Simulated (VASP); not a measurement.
A run of VASP 6.6.1:

The input INCAR:

```
PREC     = Accurate       # precision mode
ENCUT    = 500            # plane-wave cutoff, eV
EDIFF    = 1E-8           # SCF threshold, eV
ISMEAR   = 0              # smearing method
SIGMA    = 0.01           # smearing width, eV
LREAL    = F              # projectors in reciprocal space
LASPH    = T              # aspherical terms in the spheres
NELM     = 120            # most SCF steps
ALGO     = Normal         # electronic algorithm
ISIF     = 2              # what is computed and relaxed
LWAVE    = F              # write WAVECAR
LCHARG   = T              # write CHGCAR
GGA      = PS             # functional
IBRION   = 8              # ionic algorithm
NSW      = 1              # ionic steps
GGA_COMPAT= F
```

KPOINTS

```
Automatic mesh
0
Gamma
  8 8 8
```

POSCAR

```
ZnS
1.0
    2.6377582893      2.6377582893      0.0000000000
   -2.6377582893      2.6377582893      0.0000000000
    0.0000000000      2.6377582893      2.6377582893
Zn S
1 1
Direct
    0.7500000000      0.2500000000      0.5000000000
    0.0000000000      0.0000000000      0.0000000000
```

Potentials or basis: VASP PAW PBE potentials, release 64 (Zn, S).

Run with:

```bash
$ cat potpaw_PBE.64/Zn/POTCAR potpaw_PBE.64/S/POTCAR > POTCAR
$ mpirun -np 1 vasp_std > vasp.out
```

Hardware: 1 thread of Intel(R) Xeon(R) Platinum 8559C (Emerald Rapids) (shared host).

Q: Estimate the wall time of this run.

A: Run time: 100 s on 1 thread of Intel(R) Xeon(R) Platinum 8559C (Emerald Rapids), on a shared host, peak memory 0.24 GiB. Counts: scf iterations 40, k points 29.
